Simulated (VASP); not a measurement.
Si2W:

```xyz
9
Lattice="4.6169 0.0000 0.0000 -2.3084 3.9983 0.0000 0.0000 0.0000 6.6532" Properties=species:S:1:pos:R:3 pbc="T T T"
W     2.3084    0.0000    3.3266
W     1.1542    1.9992    5.5444
W    -1.1542    1.9992    1.1089
Si    1.1332    0.6542    1.1089
Si    3.4837    0.6542    5.5444
Si    0.0000    1.3085    3.3266
Si    1.1753    3.3441    1.1089
Si   -1.1753    3.3441    5.5444
Si    2.3084    2.6899    3.3266
```

* Program: VASP 6.6.1
* Task: relaxation of cell and atoms
* Functional: PBEsol
* Dispersion: D4
* Potentials or basis: VASP PAW PBE potentials, release 64 (W_sv, Si)
* Cutoff: 600 eV
* k mesh: 7 × 7 × 4
* Occupations: fermi-dirac, width 0.05 eV
* Spin: no spin polarisation

At the start: pressure -8.8 GPa; volume 13.65 Å³/atom.

Question: Where does the relaxation end?

Answer: Over 9 steps the energy falls by 14.9 meV/atom and the volume is 13.12 Å³/atom (-3.8 %); space group P6_222 (No. 180, to 0.1 Å) before and after.

Step by step:
```tsv
step	energy change (eV)	largest force (eV/Å)	pressure (GPa)	volume (Å³)
1	0.0000	0.0326	-8.77	122.82
2	0.3507	0.0709	20.38	110.01
3	-0.1333	0.0003	-0.20	118.22
4	-0.1334	0.0003	-0.02	118.13
5	-0.1333	0.0010	0.17	118.04
6	-0.1336	0.0046	-0.29	118.25
7	-0.1337	0.0029	-0.14	118.18
8	-0.1337	0.0018	0.11	118.06
9	-0.1337	0.0020	0.02	118.10
```

Final structure:
```xyz
9
Lattice="4.5538 0.0000 0.0000 -2.2769 3.9437 0.0000 0.0000 0.0000 6.5759" Properties=species:S:1:pos:R:3 pbc="T T T"
W     2.2769    0.0000    3.2880
W     1.1385    1.9719    5.4800
W    -1.1385    1.9719    1.0960
Si    1.1182    0.6456    1.0960
Si    3.4356    0.6456    5.4800
Si    0.0000    1.2912    3.2880
Si    1.1587    3.2981    1.0960
Si   -1.1587    3.2981    5.4800
Si    2.2769    2.6526    3.2880
```

Caveat: the PAW data sets were made with another functional, which shifts forces and pressure a little.
